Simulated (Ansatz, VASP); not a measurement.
## AlCu in VASP and in Ansatz

```
Al Cu
1.0
     2.99751    0.00000    0.00000
     0.00000    2.99751    0.00000
     0.00000    0.00000    2.99751
Al Cu
1 1
Cartesian
  0.2500 0.0000 0.0000
  1.4988 1.4988 1.4988
```

Change from the starting cell: all Al atoms moved -0.250 Å, as atom 1 towards its neighbour atom 1 (Al) at 2.998 Å.

Alike in both runs: task single point; functional r2SCAN; k mesh 16 × 16 × 16; occupations gaussian, width 0.15 eV; no spin polarisation.

```csv
,VASP,Ansatz
version,VASP 6.6.1,Ansatz 0.2.0
potentials or method,"VASP PAW PBE potentials, release 64 (Al, Cu), cutoff 520 eV","scalar-relativistic, plane waves, PAW"
valence electrons in the cell,14,22
```

VASP gave:

| Quantity | Value |
| --- | --- |
| gap on the k mesh at the Fermi level (eV) | none |
| pressure (GPa) | -2.1 |
| traceless stress, the component that is largest in VASP (GPa) | -1.41 |
| rms of the force components (eV/Å) | 0.574 |

Task: What did Ansatz give for the same quantities?

Result: gap on the k mesh at the Fermi level (eV): none; pressure (GPa): -2.1; traceless stress, the component that is largest in VASP (GPa): -1.40; rms of the force components (eV/Å): 0.574.

VASP's potentials were made for PBE, not for r2SCAN. Atom by atom the forces differ by 0.000 eV/Å (rms over components). A gap of «none» marks a metal or a gap that the smearing closes. With one functional, cell and mesh, what is left measures potentials, basis and numerics. VASP's potentials hold 14 valence electrons a cell and Ansatz's 22, so a difference there can come from the potentials and not from the codes.
